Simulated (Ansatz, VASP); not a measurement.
One calculation of Mg5O, two programs

```xyz
12
Lattice="3.1261 0.0000 0.0000 -1.5631 2.7073 0.0000 0.0000 0.0000 25.8736" Properties=species:S:1:pos:R:3 pbc="T T T"
Mg    0.0000    0.0000    0.0000
Mg    1.5631    0.9024   23.4128
Mg    0.0000    1.8049    2.4609
Mg    0.0000    1.8049   20.8116
Mg    0.0000    0.0000   18.1847
Mg    1.5631    0.9024    5.0620
Mg    0.0000    0.0000    7.6890
Mg    0.0000    0.0000   12.9368
Mg    1.5631    0.9024   15.5690
Mg    0.0000    1.8049   10.3046
O     1.5631    0.9024    1.2129
O     0.0000    1.8049   24.6607
```

Alike in both runs: functional PBE; k mesh 12 × 12 × 2; occupations gaussian, width 0.1 eV; no spin polarisation.

Ansatz relaxed the structure, and its values are those at the end. VASP's run is a single point on that final structure, the one shown.

|  | VASP | Ansatz |
| --- | --- | --- |
| version | VASP 6.6.1 | Ansatz 0.2.0 |
| potentials or method | VASP PAW PBE potentials, release 64 (Mg, O), cutoff 520 eV | scalar-relativistic, plane waves, PAW |
| valence electrons in the cell | 32 | 112 |

|  | VASP | Ansatz | Ansatz less VASP |
| --- | --- | --- | --- |
| gap on the k mesh at the Fermi level (eV) | none | none | - |
| pressure (GPa) | -0.2 | 0.0 | +0.23 |
| rms of the force components (eV/Å) | 0.006 | 0.002 | -0.0038 |

A gap of «none» marks a metal or a gap that the smearing closes. VASP's potentials hold 32 valence electrons a cell and Ansatz's 112, so a difference there can come from the potentials and not from the codes.
